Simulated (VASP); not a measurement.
Crystal: W3Cl.

```
W Cl
1.0
     1.61702   -2.27394    0.00000
     1.61702    2.27394    0.00000
     0.00000    0.00000    9.39894
W Cl
3 1
Direct
  0.00000 0.00000 0.00000
  0.50000 0.50000 0.75900
  0.50000 0.50000 0.24100
  0.00000 0.00000 0.50000
```

| Property | Result |
| --- | --- |
| Program | VASP 6.6.1 |
| Task | relaxation of cell and atoms |
| Functional | PBE |
| Potentials or basis | VASP PAW PBE potentials, release 64 (W_sv, Cl) |
| Cutoff | 600 eV |
| k mesh | 7 × 7 × 2 |
| Occupations | gaussian, width 0.2 eV |
| Spin | no spin polarisation |

At the start: pressure -6.8 GPa; volume 17.28 Å³/atom.

**Question.** How do energy, volume and symmetry change on relaxing?

**Answer.** Over 7 steps the energy falls by 72.3 meV/atom and the volume is 16.57 Å³/atom (-4.1 %); space group Cmmm (No. 65, to 0.1 Å) before and after.

Step by step:
| step | energy change (eV) | largest force (eV/Å) | pressure (GPa) | volume (Å³) |
| --- | --- | --- | --- | --- |
| 1 | 0.0000 | 0.4233 | -6.84 | 69.12 |
| 2 | 0.0249 | 1.4217 | 19.94 | 61.80 |
| 3 | -0.2293 | 0.3677 | 4.28 | 65.40 |
| 4 | -0.2554 | 0.0315 | -3.21 | 67.53 |
| 5 | -0.2850 | 0.1361 | -0.33 | 66.61 |
| 6 | -0.2885 | 0.0856 | 0.06 | 66.42 |
| 7 | -0.2891 | 0.0541 | 0.33 | 66.29 |

Final structure:
```
W Cl
1.0
     1.57178   -2.37039    0.00000
     1.57178    2.37039    0.00000
     0.00000    0.00000    8.89616
W Cl
3 1
Cartesian
  0.0000 0.0000 0.0000
  1.5718 0.0000 6.7452
  1.5718 0.0000 2.1509
  0.0000 0.0000 4.4481
```

Caveat: an odd number of electrons without spin polarisation forces a metal; a magnetic or distorted state may lie lower; the relaxation stopped at a loose force limit of 0.08 eV/Å, so its end isn't a converged minimum.
